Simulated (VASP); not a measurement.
Input of a VASP 6.6.1 run:

File INCAR:

```
SYSTEM = BaZnPF
  PREC = Accurate
  ENCUT = 520
  EDIFF = 1E-6
  ISMEAR = 0
  SIGMA = 0.01
  LREAL = .FALSE.
  LASPH = .TRUE.
  NELM = 80
  ALGO = Normal
  ISIF = 2
  LWAVE = .FALSE.
  LCHARG = .FALSE.
  GGA = PE
  NBANDS = 44
```

KPOINTS

```
regular mesh
0
G
  6 6 2
  0 0 0
```

Contents of POSCAR:

```
BaZnPF
1.0
    4.1715032888      0.0000000000      0.0000000000
    0.0000000000      4.1715032888      0.0000000000
    0.0000000000      0.0000000000      9.5230708717
Ba Zn P F
2 2 2 2
Direct
    0.5000000000      0.0000000000      0.3309021137
    0.0000000000      0.5000000000      0.6690978863
    0.5000000000      0.5000000000      0.0000000000
    0.0000000000      0.0000000000      0.0000000000
    0.0000000000      0.5000000000      0.1484729584
    0.5000000000      0.0000000000      0.8515270416
    0.5000000000      0.5000000000      0.5000000000
    0.0000000000      0.0000000000      0.5000000000
```

Potentials or basis: VASP PAW PBE potentials, release 64 (Ba_sv, Zn, P, F).

The run is started by

```bash
$ cat potpaw_PBE.64/Ba_sv/POTCAR potpaw_PBE.64/Zn/POTCAR potpaw_PBE.64/P/POTCAR potpaw_PBE.64/F/POTCAR > POTCAR
$ mpirun -np 1 vasp_std > vasp.out
```

(1) Predict the pressure.

(2) What does it give for the band gap on the k mesh?

(3) Predict the largest force.

Results:

(1) 0.8 GPa.

(2) 0.45 eV.

(3) 0.137 eV/Å.

Caveat: semilocal functionals underestimate gaps, and a narrow one can read as zero; spin-orbit coupling is left out, which moves the levels of the heavy elements.
